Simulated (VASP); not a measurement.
A run of VASP 6.6.1:

Contents of INCAR:

```
PREC     = Accurate       # precision mode
ENCUT    = 520            # plane-wave cutoff, eV
EDIFF    = 1E-8           # SCF threshold, eV
ISMEAR   = -1             # smearing method
SIGMA    = 0.03           # smearing width, eV
LREAL    = F              # projectors in reciprocal space
LASPH    = T              # aspherical terms in the spheres
NELM     = 80             # most SCF steps
ALGO     = Normal         # electronic algorithm
ISIF     = 2              # what is computed and relaxed
LWAVE    = F              # write WAVECAR
LCHARG   = F              # write CHGCAR
LEFG     = T            
NBANDS   = 15             # bands
```

KPOINTS

```
regular mesh
0
Gamma
  9 9 9
```

Contents of POSCAR:

```
CaO
1.0
    0.0000000000      2.4490000000      2.4490000000
    2.4490000000      0.0000000000      2.4490000000
    2.4490000000      2.4490000000      0.0000000000
Ca O
1 1
Direct
    0.0000000000      0.0000000000      0.0000000000
    0.5000000000      0.5000000000      0.5000000000
```

Potentials or basis: VASP PAW LDA potentials, release 64 (Ca_sv, O).

Run with:

```sh
$ cat potpaw_LDA.64/Ca_sv/POTCAR potpaw_LDA.64/O/POTCAR > POTCAR
$ mpirun -np 1 vasp_std > vasp.out
```

Hardware: 1 thread of Intel Xeon 8259CL, with other jobs on the host.

Estimate the wall time of this run.

Wall time 34 s on 1 thread of Intel Xeon 8259CL (shared host), peak memory 0.15 GiB. Counts: scf iterations 15, k points 35.
